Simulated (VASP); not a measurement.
Wanted: the native input for a VASP 6.6.1 run.

* Task: single point
* Functional: LDA
* Potentials or basis: VASP PAW LDA potentials, release 64 (W_sv, C_h)
* Cutoff: 1300 eV
* k mesh: 18 × 18 × 14
* Occupations: fermi-dirac, width 0.15 eV
* Spin: no spin polarisation
* Dipole correction: no
* Further INCAR settings: ALGO = Normal; EDIFF = 1e-06; NBANDS = 16

The structure of WC lies in POSCAR:

```
WC
1.0
    2.8849364109      0.0000000000      0.0000000000
   -1.4424682054      2.4984282201      0.0000000000
    0.0000000000      0.0000000000      2.8116623628
W C
1 1
Direct
    0.0000000000      0.0000000000      0.0000000000
    0.6666666667      0.3333333333      0.5000000000
```

These files were run (other wordings do the same):

INCAR

```
SYSTEM = WC
PREC     = Accurate       ! precision mode
ENCUT    = 1300           ! plane-wave cutoff, eV
EDIFF    = 1E-6           ! SCF threshold, eV
ISMEAR   = -1             ! smearing method
SIGMA    = 0.15           ! smearing width, eV
LREAL    = .False.        ! projectors in reciprocal space
LASPH    = .True.         ! aspherical terms in the spheres
NELM     = 120            ! most SCF steps
ALGO     = Normal         ! electronic algorithm
ISIF     = 2              ! what is computed and relaxed
LWAVE    = .False.        ! write WAVECAR
LCHARG   = .False.        ! write CHGCAR
GGA      = CA             ! functional
NBANDS   = 16             ! bands
GGA_COMPAT= .False.
```

KPOINTS

```
Automatic mesh
0
Gamma
  18 18 14
  0 0 0
```

Potentials or basis: VASP PAW LDA potentials, release 64 (W_sv, C_h).

The run is started by

```sh
$ cat potpaw_LDA.64/W_sv/POTCAR potpaw_LDA.64/C_h/POTCAR > POTCAR
$ mpirun -np 1 vasp_std > vasp.out
```

Results of the run:

* Pressure: 2.5 GPa
* Band gap on the k mesh: zero (bands 9 and 10 overlap by 1.25 eV)

Caveat: spin-orbit coupling is left out, which moves the levels of the heavy elements.

Wall time 2.3 min on 1 thread of Intel(R) Xeon(R) Platinum 8488C (Sapphire Rapids), on a shared host, peak memory 0.48 GiB.
